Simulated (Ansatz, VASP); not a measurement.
# Two plane-wave programs on GaSb

```
CELL_PARAMETERS angstrom
0.00000 2.54582 2.54582
2.54582 0.00000 2.54582
2.54582 2.54582 0.00000
ATOMIC_POSITIONS crystal
Ga 0.00000 0.00000 0.00000
Sb 0.25000 0.25000 0.25000
```

Change from the starting cell: volume scaled by 0.55, PAW files.

Alike in both runs: task single point; functional PBE; k mesh 12 × 12 × 12; occupations fermi-dirac, width 0.05 eV; no spin polarisation.

|  | VASP | Ansatz |
| --- | --- | --- |
| version | VASP 6.6.1 | Ansatz 0.2.0 |
| potentials or method | VASP PAW PBE potentials, release 64 (Ga_d, Sb) | PAW with Ansatz's default frozen-core files, scalar-relativistic |
| plane-wave cutoff (eV) | 520 | 420 |
| valence electrons in the cell | 18 | 28 |

```tsv
	VASP	Ansatz	Ansatz less VASP
pressure (GPa)	106.1	106.2	+0.09
```

Both programs put the cell under a high pressure, so it lies far from rest at this level. VASP's potentials hold 18 valence electrons a cell and Ansatz's 28, so a difference there can come from the potentials and not from the codes.

Spin-orbit coupling is off throughout. Noted on VASP's run: the cell as given lies far from equilibrium.
